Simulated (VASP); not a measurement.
# Nd3Si2I (I4/mmm) in VASP: further runs

Runs on Nd3Si2I. Level: PBE. Tasks: relaxation of cell and atoms, single point.

Everything below comes from runs of VASP 6.6.1. Logs are shortened: lines on timing, memory, paths and dates and some standing lists are left out, and cuts for length are marked.

## Step 1: The cell of the first run

The structure is tetragonal, space group I4/mmm (No. 139). Conventional cell: a = 6.586 Å, b = 6.586 Å, c = 8.553 Å, α = 90.00°, β = 90.00°, γ = 90.00°. Within 4.3 Å of Nd (site symmetry mmm) lie 4 Nd at 3.29 to 4.28 Å and 2 I at 3.29 Å and 8 Si at 3.89 to 3.96 Å. Within 2.9 Å of Nd (site symmetry 4/mmm) lie 2 Si at 2.21 Å. Within 2.7 Å of Si (site symmetry 4mm) lie 1 I at 2.07 Å and 1 Nd at 2.21 Å. I (site symmetry 4/mmm) has 2 Si at 2.07 Å within 2.7 Å.

The cell was generated, and may not be a known phase.

## Step 2: Relaxation of cell and atoms, PBE

File INCAR:

```
ALGO = Normal
EDIFF = 1E-7
EDIFFG = -0.08
ENCUT = 500
GGA = PE
GGA_COMPAT = F
IBRION = 2
ISIF = 3
ISMEAR = 0
LASPH = T
LCHARG = F
LMAXMIX = 6
LREAL = F
LWAVE = F
NELM = 200
NELMIN = 4
NSW = 36
PREC = Accurate
SIGMA = 0.15
```

File KPOINTS:

```
k-points
0
Gamma
  3 3 3
```

File POSCAR:

```
Nd3Si2I
1.0
   -3.2929226300      3.2929226300      4.2766646400
    3.2929226300     -3.2929226300      4.2766646400
    3.2929226300      3.2929226300     -4.2766646400
Nd Si I
3 2 1
Direct
    0.5000000000      0.0000000000      0.5000000000
    0.0000000000      0.5000000000      0.5000000000
    0.0000000000      0.0000000000      0.0000000000
    0.7421081100      0.7421081100      0.0000000000
    0.2578918900      0.2578918900      0.0000000000
    0.5000000000      0.5000000000      0.0000000000
```

Potentials or basis: VASP PAW PBE potentials, release 64 (Nd_3, Si, I), 4f in core.

The run is started by

```console
cat potpaw_PBE.64/Nd_3/POTCAR potpaw_PBE.64/Si/POTCAR potpaw_PBE.64/I/POTCAR > POTCAR
mpirun -np 1 vasp_std > vasp.out
```

OUTCAR:

```text
EDIFF = 1E-7
   EDIFFG = -0.08
   ENCUT = 500
   GGA = PE
   IBRION = 2
   ISIF = 3
   ISMEAR = 0
   LASPH = T
   LREAL = F
   NELM = 200
   NELMIN = 4
   NSW = 36
   PREC = Accurate

 ion  position               nearest neighbor table
   1  0.500  0.000  0.500-   3 3.29   6 3.29   6 3.29   3 3.29
   2  0.000  0.500  0.500-   3 3.29   6 3.29   3 3.29   6 3.29
   3  0.000  0.000  0.000-   4 2.21   5 2.21   1 3.29   2 3.29   2 3.29   1 3.29
   4  0.742  0.742  0.000-   6 2.07   3 2.21
   5  0.258  0.258  0.000-   6 2.07   3 2.21
   6  0.500  0.500  0.000-   4 2.07   5 2.07   1 3.29   2 3.29   1 3.29   2 3.29

  LATTYP: Found a body centered tetragonal cell.
 ALAT       =     6.5858452600
 C/A-ratio  =     1.2987443437

  Lattice vectors:

 A1 = (  -3.2929226300,   3.2929226300,   4.2766646400)
 A2 = (   3.2929226300,  -3.2929226300,   4.2766646400)
 A3 = (   3.2929226300,   3.2929226300,  -4.2766646400)

Analysis of symmetry for initial positions (statically):
=====================================================================
 Subroutine PRICEL returns:
 Original cell was already a primitive cell.

 Routine SETGRP: Setting up the symmetry group for a
 body centered tetragonal supercell.

 Subroutine GETGRP returns: Found 16 space group operations
 (whereof 16 operations were pure point group operations)
 out of a pool of 16 trial point group operations.

The static configuration has the point symmetry D_4h.

Analysis of symmetry for dynamics (positions and initial velocities):
=====================================================================
 Subroutine PRICEL returns:
 Original cell was already a primitive cell.

 Routine SETGRP: Setting up the symmetry group for a
 body centered tetragonal supercell.

 Subroutine GETGRP returns: Found 16 space group operations
 (whereof 16 operations were pure point group operations)
 out of a pool of 16 trial point group operations.

The dynamic configuration has the point symmetry D_4h.

 Subroutine INISYM returns: Found 16 space group operations
 (whereof 16 operations are pure point group operations),
 and found     1 'primitive' translations

----------------------------------------------------------------------------------------

                                     Primitive cell

  volume of cell :     185.4933

  direct lattice vectors                    reciprocal lattice vectors
    -3.292922630  3.292922630  4.276664640     0.000000000  0.151840798  0.116913539
     3.292922630 -3.292922630  4.276664640     0.151840798  0.000000000  0.116913539
     3.292922630  3.292922630 -4.276664640     0.151840798  0.151840798  0.000000000

  length of vectors
     6.322700320  6.322700320  6.322700320     0.191636123  0.191636123  0.214735316

  position of ions in fractional coordinates (direct lattice)
     0.500000000  0.000000000  0.500000000
     0.000000000  0.500000000  0.500000000
     0.000000000  0.000000000  0.000000000
     0.742108110  0.742108110  0.000000000
     0.257891890  0.257891890  0.000000000
     0.500000000  0.500000000  0.000000000

  ion indices of the primitive-cell ions
   primitive index   ion index
                 1           1
                 2           2
                 3           3
                 4           4
                 5           5
                 6           6

----------------------------------------------------------------------------------------

 KPOINTS: k-points

Automatic generation of k-mesh.
 Grid dimensions read from file:
 generate k-points for:    3    3    3

 Generating k-lattice:

  Cartesian coordinates                     Fractional coordinates (reciprocal lattice)
     0.000000000  0.050613599  0.038971180     0.333333333  0.000000000  0.000000000
     0.050613599  0.000000000  0.038971180     0.000000000  0.333333333  0.000000000
     0.050613599  0.050613599  0.000000000     0.000000000  0.000000000  0.333333333

  Length of vectors
     0.063878708  0.063878708  0.071578439

  Shift w.r.t. Gamma in fractional coordinates (k-lattice)
     0.000000000  0.000000000  0.000000000

 Subroutine IBZKPT returns following result:
 ===========================================

 Found      6 irreducible k-points:

 Following reciprocal coordinates:
            Coordinates               Weight
  0.000000  0.000000  0.000000      1.000000
  0.333333  0.000000  0.000000      8.000000
  0.333333  0.333333  0.000000      8.000000
 -0.333333  0.333333  0.000000      4.000000
 -0.333333  0.333333  0.333333      4.000000
 -0.333333 -0.333333  0.333333      2.000000
   k-points           NKPTS =      6   k-points in BZ     NKDIM =      6   number of bands    NBANDS=     28
   number of dos      NEDOS =    301   number of ions     NIONS =      6
   total plane-waves  NPLWV = 110592
   dimension x,y,z NGX =    48 NGY =   48 NGZ =   48
   dimension x,y,z NGXF=    96 NGYF=   96 NGZF=   96
   ions per type =               3   2   1
   NGX,Y,Z   is equivalent  to a cutoff of  12.62, 12.62, 12.62 a.u.
   NGXF,Y,Z  is equivalent  to a cutoff of  25.24, 25.24, 25.24 a.u.
 SYSTEM =  unknown system
   PREC   = accura    normal or accurate (medium, high low for compatibility)
   ISTART =      0    job   : 0-new  1-cont  2-samecut
   ICHARG =      2    charge: 1-file 2-atom 10-const
   ISPIN  =      1    spin polarized calculation?
   LNONCOLLINEAR =      F non collinear calculations
   LSORBIT =      F    spin-orbit coupling
   LASPH  =      T    aspherical Exc in radial PAW
   ENCUT  =  500.0 eV  36.75 Ry    6.06 a.u.  11.53 11.53 11.53*2*pi/ulx,y,z
   NELM   =    200;   NELMIN=  4; NELMDL= -5     # of ELM steps
   EDIFF  = 0.1E-06   stopping-criterion for ELM
   LREAL  =      F    real-space projection
   EDIFFG = -.8E-01   stopping-criterion for IOM
   NSW    =     36    number of steps for IOM
   IBRION =      2    ionic relax: 0-MD 1-quasi-New 2-CG
   NFREE  =      1    steps in history (QN), initial steepest desc. (CG)
   ISIF   =      3    stress and relaxation
   ISYM   =      2    0-nonsym 1-usesym 2-fastsym
   POTIM  = 0.5000    time-step for ionic-motion
   TEBEG  =    0.0;   TEEND  =   0.0 temperature during run
   PSTRESS=    0.0 pullay stress
   NELECT =      48.0000    total number of electrons
   NUPDOWN=      -1.0000    fix difference up-down
   EMIN   =  10.00;   EMAX   =-10.00  energy-range for DOS
   EFERMI =   0.00;   METHOD = LEGACY
   ISMEAR =     0;   SIGMA  =   0.15  broadening in eV -4-tet -1-fermi 0-gaus
   EFERMI_NEDOS =   21; number of points for ismear=-14 and -15
   IALGO  =     38    algorithm
   IMIX   =      4    mixing-type and parameters
     AMIX     =   0.40;   BMIX     =  1.00
     AMIX_MAG =   1.60;   BMIX_MAG =  1.00
  volume/ion in A,a.u.               =      30.92       208.63
  Fermi-wavevector in a.u.,A,eV,Ry     =   1.043228  1.971415 14.807551  1.088324
  Thomas-Fermi vector in A             =   2.177928
   LORBIT       =      0    0 simple, 1 ext, 2 COOP (PROOUT), +10 PAW based schemes
   GGA     = PE    functional components
   LHFCALC =     F    Hartree Fock is set to
   AEXX    =    0.0000 exact exchange contribution
   IVDW    =     0    specifies the selected vdW correction
   LEPSILON=     F    determine dielectric tensor
   LRPA    =     F    only Hartree local field effects (RPA)
 conjugate gradient relaxation of ions
 non-spin polarized calculation
 Gauss-broadening in eV      SIGMA  =   0.15
  energy-cutoff  :      500.00
  volume of cell :      185.49
 maximum number of plane-waves:      4722
 NGX is ok and might be reduce to    48
   NGX = 23   NGY = 23   NGZ = 23

--------------------------------------- Ionic step        1  -------------------------------------------

 number of electron      48.0000002 magnetization

 Free energy of the ion-electron system (eV)
  ---------------------------------------------------
  ext. energy  EPLUGINS =         0.00000000
  ---------------------------------------------------
  free energy    TOTEN  =       -14.77609282 eV

  energy without entropy =      -14.71970166  energy(sigma->0) =      -14.74789724

 E-fermi :   4.6792     XC(G=0):  -9.2442

 val. band max:        4.5439445570   @ k =  -0.3333   0.3333   0.0000
 cond. band min:       4.6942943436   @ k =  -0.3333   0.3333   0.0000
 fundamental gap:      0.1503497867
 Fermi energy:         4.6792090301

 k-point     1 :       0.0000    0.0000    0.0000
  band No.  band energies     occupation
      1     -34.4488      2.00000
      2     -34.4361      2.00000
      3     -32.4744      2.00000
      4     -15.6796      2.00000
      5     -15.6796      2.00000
      6     -15.5978      2.00000
[... 20 lines left out ...]
     27       5.6291      0.00000
     28       5.6328      0.00000
[... 335 lines left out ...]
 POSITION                                       TOTAL-FORCE (eV/Angst)
 -----------------------------------------------------------------------------------
      0.00000      3.18551      0.00000         0.000000      0.000000      0.000000
      3.18551      0.00000      0.00000         0.000000      0.000000      0.000000
      0.00000      0.00000      0.00000         0.000000      0.000000      0.000000
      0.00000      0.00000      8.22050        -0.000000     -0.000000     -0.016325
      0.00000      0.00000      2.64002         0.000000      0.000000      0.016325
      0.00000      0.00000      5.43026         0.000000      0.000000      0.000000
 -----------------------------------------------------------------------------------
    total drift:                               -0.000000     -0.000000      0.000000

  FREE ENERGIE OF THE ION-ELECTRON SYSTEM (eV)
  ---------------------------------------------------
  free  energy   TOTEN  =       -21.6775078292 eV

  energy  without entropy=      -21.6022766997  energy(sigma->0) =      -21.63989226

--------------------------------------- Ionic step        6  -------------------------------------------

 number of electron      48.0000000 magnetization

 Free energy of the ion-electron system (eV)
  ---------------------------------------------------
  ext. energy  EPLUGINS =         0.00000000
  ---------------------------------------------------
  free energy    TOTEN  =       -21.70482659 eV

  energy without entropy =      -21.62798163  energy(sigma->0) =      -21.66640411

 E-fermi :   3.3595     XC(G=0):  -8.7194

 val. band max:        3.3087382954   @ k =  -0.3333   0.3333   0.3333
 cond. band min:       3.4215036053   @ k =  -0.3333   0.3333   0.3333
 fundamental gap:      0.1127653099
 Fermi energy:         3.3595126277

 k-point     1 :       0.0000    0.0000    0.0000
  band No.  band energies     occupation
      1     -35.5056      2.00000
      2     -35.4830      2.00000
      3     -33.7797      2.00000
      4     -17.0633      2.00000
      5     -17.0633      2.00000
      6     -16.6690      2.00000
[... 20 lines left out ...]
     27       4.4640      0.00000
     28       4.4640      0.00000
[... 166 lines left out ...]
 VOLUME and BASIS-vectors are now :
 -----------------------------------------------------------------------------
  energy-cutoff  :      500.00
  volume of cell :      212.91
      direct lattice vectors                 reciprocal lattice vectors
    -3.130930349  3.130930349  5.429883973     0.000000000  0.159696941  0.092082999
     3.130930349 -3.130930349  5.429883973     0.159696941  0.000000000  0.092082999
     3.130930349  3.130930349 -5.429883973     0.159696941  0.159696941  0.000000000

 POSITION                                       TOTAL-FORCE (eV/Angst)
 -----------------------------------------------------------------------------------
      0.00000      3.13093      0.00000        -0.000000     -0.000000     -0.000000
      3.13093      0.00000      0.00000        -0.000000     -0.000000     -0.000000
      0.00000      0.00000      0.00000        -0.000000     -0.000000     -0.000000
      0.00000      0.00000      8.21833         0.000000      0.000000     -0.002542
      0.00000      0.00000      2.64144         0.000000      0.000000      0.002542
      0.00000      0.00000      5.42988        -0.000000     -0.000000     -0.000000
 -----------------------------------------------------------------------------------
    total drift:                               -0.000000     -0.000000      0.000000

  FREE ENERGIE OF THE ION-ELECTRON SYSTEM (eV)
  ---------------------------------------------------
  free  energy   TOTEN  =       -21.7048265907 eV

  energy  without entropy=      -21.6279816318  energy(sigma->0) =      -21.66640411

 reached required accuracy - stopping structural energy minimisation
```

Wall time 3.4 min (1 thread of AMD EPYC 9R45 (Zen 5), shared host); peak memory 0.33 GiB.

What came out:

```
Free energy                           : -21.7048 eV
Relaxed volume                        : 35.49 Å³/atom
Relaxed cell                          : a = 7.006 Å, b = 7.006 Å, c = 7.006 Å, α = 126.91°, β = 126.91°, γ = 78.39°
Space group after relaxing (to 0.1 Å) : I4/mmm (No. 139)
Energy gained by relaxing             : 1154.8 meV/atom
Ionic steps                           : 6
Pressure after relaxing               : 0.0 GPa
Band gap on the k mesh                : zero (bands 24 and 25 overlap by 0.55 eV)
```

Forces on the atoms (eV/Å):
```
Nd   0.000  0.000  0.000
Nd   0.000  0.000  0.000
Nd   0.000  0.000  0.000
Si   0.000  0.000 -0.003
Si   0.000  0.000  0.003
I    0.000  0.000  0.000
```

The path:
| step | energy change (eV) | largest force (eV/Å) | pressure (GPa) | volume (Å³) |
| --- | --- | --- | --- | --- |
| 1 | 0.0000 | 4.0316 | 18.95 | 185.49 |
| 2 | -5.4434 | 1.1115 | -3.30 | 278.03 |
| 3 | -6.8141 | 0.0257 | -1.43 | 230.56 |
| 4 | -6.8141 | 0.0515 | -1.35 | 229.68 |
| 5 | -6.9014 | 0.0163 | -0.64 | 220.41 |
| 6 | -6.9287 | 0.0025 | -0.01 | 212.91 |

Final structure:
```cif
data_structure
_symmetry_space_group_name_H-M 'P 1'
_symmetry_Int_Tables_number 1
_cell_length_a 7.0064
_cell_length_b 7.0064
_cell_length_c 7.0064
_cell_angle_alpha 126.914
_cell_angle_beta 126.914
_cell_angle_gamma 78.391
_cell_volume 212.91
loop_
_atom_site_label
_atom_site_type_symbol
_atom_site_fract_x
_atom_site_fract_y
_atom_site_fract_z
_atom_site_occupancy
Nd1 Nd 0.50000 0.00000 0.50000 1
Nd2 Nd 0.00000 0.50000 0.50000 1
Nd3 Nd 0.00000 0.00000 0.00000 1
Si1 Si 0.75677 0.75677 0.00000 1
Si2 Si 0.24323 0.24323 0.00000 1
I1 I 0.50000 0.50000 0.00000 1
```

Caveat: the k points lie up to 0.39 Å⁻¹ apart in the final cell, too coarse for converged energies and pressures of a metal; spin-orbit coupling is left out, which moves the levels of the heavy elements; the 4f electrons are frozen in the core, so they carry no moment and show no levels; the run has no spin polarisation, though such a crystal can be magnetic. Spin polarisation is off, so any magnetic state and its effect on volume and gap are missing.

(Continued in part 2 of 3.)

The gap in the log of VASP goes by the Fermi energy; the results here count the filled bands.